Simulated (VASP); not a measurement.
A run of VASP 6.6.1:

File POSCAR:

```
Al2O3
1.0
    2.3795714516      1.3738462181      4.2233449177
   -2.3795714516      1.3738462181      4.2233449177
    0.0000000000     -2.7476924363      4.2233449177
Al O
4 6
Direct
    0.8519165699      0.8519165699      0.8519165699
    0.6480834301      0.6480834301      0.6480834301
    0.1480834301      0.1480834301      0.1480834301
    0.3519165699      0.3519165699      0.3519165699
    0.0563854984      0.4436145016      0.7500000000
    0.7500000000      0.0563854984      0.4436145016
    0.4436145016      0.7500000000      0.0563854984
    0.9436145016      0.5563854984      0.2500000000
    0.2500000000      0.9436145016      0.5563854984
    0.5563854984      0.2500000000      0.9436145016
```

Contents of INCAR.step1:

```
SYSTEM = Al2O3
  PREC = Accurate
  ENCUT = 520
  ISMEAR = 0
  SIGMA = 0.05
  LREAL = .FALSE.
  LASPH = .TRUE.
  NELM = 60
  NBANDS = 35
  GGA = PE
  ALGO = Normal
  EDIFF = 1E-4
  LWAVE = .TRUE.
  LCHARG = .FALSE.
```

The input INCAR.step2:

```
SYSTEM = Al2O3
  PREC = Accurate
  ENCUT = 520
  EDIFF = 1E-7
  ISMEAR = 0
  SIGMA = 0.05
  LREAL = .FALSE.
  LASPH = .TRUE.
  NELM = 60
  ALGO = Normal
  ISIF = 2
  LWAVE = .FALSE.
  LCHARG = .TRUE.
  METAGGA = R2SCAN
  LMIXTAU = .TRUE.
  LELF = .TRUE.
  LVHAR = .TRUE.
  NBANDS = 35
  ISTART = 1
```

Contents of KPOINTS:

```
regular mesh
0
G
  6 6 6
  0 0 0
```

Potentials or basis: VASP PAW PBE potentials, release 64 (Al, O).

Command:

```console
$ cat potpaw_PBE.64/Al/POTCAR potpaw_PBE.64/O/POTCAR > POTCAR
$ cp INCAR.step1 INCAR
$ mpirun -np 1 vasp_std > vasp.out
$ cp INCAR.step2 INCAR
$ mpirun -np 1 vasp_std > vasp.out
```

Hardware: 1 thread of Intel(R) Xeon(R) 6975P-C (Granite Rapids) (shared host).

Question: How long does it take, and how much memory?

Answer: Run time: 3.5 min on 1 thread of Intel(R) Xeon(R) 6975P-C (Granite Rapids), with other jobs on the host, peak memory 0.28 GiB. Counts: k points 32.
